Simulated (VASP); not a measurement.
A run of VASP 6.6.1 is set up as follows.

The input INCAR:

```
  PREC = Accurate
  ENCUT = 520
  EDIFF = 1E-7
  ISMEAR = 0
  SIGMA = 0.1
  LREAL = False
  LASPH = True
  NELM = 100
  ALGO = Normal
  ISIF = 2
  LWAVE = False
  LCHARG = True
  GGA = PE
  LELF = True
  LVHAR = True
  NBANDS = 18
```

KPOINTS

```
Automatic mesh
0
Gamma
  2 2 2
```

POSCAR

```
BiTe
1.0
    0.0000000000      3.2350000000      3.2350000000
    3.2350000000      0.0000000000      3.2350000000
    3.2350000000      3.2350000000      0.0000000000
Bi Te
1 1
Direct
    0.0000000000      0.0000000000      0.0000000000
    0.5000000000      0.5000000000      0.5000000000
```

Potentials or basis: VASP PAW PBE potentials, release 64 (Bi_d, Te).

Launch:

```sh
$ cat potpaw_PBE.64/Bi_d/POTCAR potpaw_PBE.64/Te/POTCAR > POTCAR
$ mpirun -np 1 vasp_std > vasp.out
```

(1) Predict the pressure.

(2) Estimate the band gap on the k mesh.

Results:

(1) 6.3 GPa.

(2) zero (an odd number of electrons rules out a gap without spin polarisation).

Caveat: the k points lie up to 0.84 Å⁻¹ apart, too coarse for converged energies and pressures of a metal; spin-orbit coupling is left out, which moves the levels of the heavy elements.
